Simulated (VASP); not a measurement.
Write the native input for VASP 6.6.1 that does the following.

```yaml
Task: single point
Functional: PBE
Potentials_or_basis: VASP PAW PBE potentials, release 64 (Nb_sv)
Cutoff: 520 eV
k_mesh: 13 × 13 × 1
Occupations: fermi-dirac, width 0.08 eV
Spin: no spin polarisation
Dipole_correction: yes
Electric_field_eV/Å: -0.3 eV/Å
Further_INCAR_settings: ALGO = Normal; EDIFF = 1e-06; NBANDS = 12; EFIELD = -0.3
```

The structure of Nb lies in POSCAR:

```
Nb
1.0
    2.8679417329      0.0000000000      0.0000000000
   -0.9559805776      2.7039213966      0.0000000000
    0.0000000000      0.0000000000     16.0000000000
Nb
1
Direct
    0.0000000000      0.0000000000      0.5000000000
```

One way to write it, as run:

INCAR

```
SYSTEM = Nb
PREC = Accurate ; ENCUT = 520
EDIFF = 1E-6 ; ISMEAR = -1
SIGMA = 0.08 ; LREAL = .FALSE.
LASPH = .TRUE. ; NELM = 80
ALGO = Normal ; ISIF = 2
LWAVE = .FALSE. ; LCHARG = .FALSE.
LDIPOL = .TRUE. ; IDIPOL = 3
DIPOL = 0.5 0.5 0.500 ; GGA = PE
NBANDS = 12 ; EFIELD = -0.3
```

KPOINTS

```
regular mesh
0
G
  13 13 1
  0 0 0
```

Potentials or basis: VASP PAW PBE potentials, release 64 (Nb_sv).

Run with:

```sh
$ cat potpaw_PBE.64/Nb_sv/POTCAR > POTCAR
$ mpirun -np 1 vasp_std > vasp.out
```

It gave:

```json
{"Band gap on the k mesh": "zero (an odd number of electrons rules out a gap without spin polarisation)"}
```

Wall time 59 s on 1 thread of AMD EPYC 9R45 96-Core Processor (Zen 5) (shared host), peak memory 0.24 GiB.
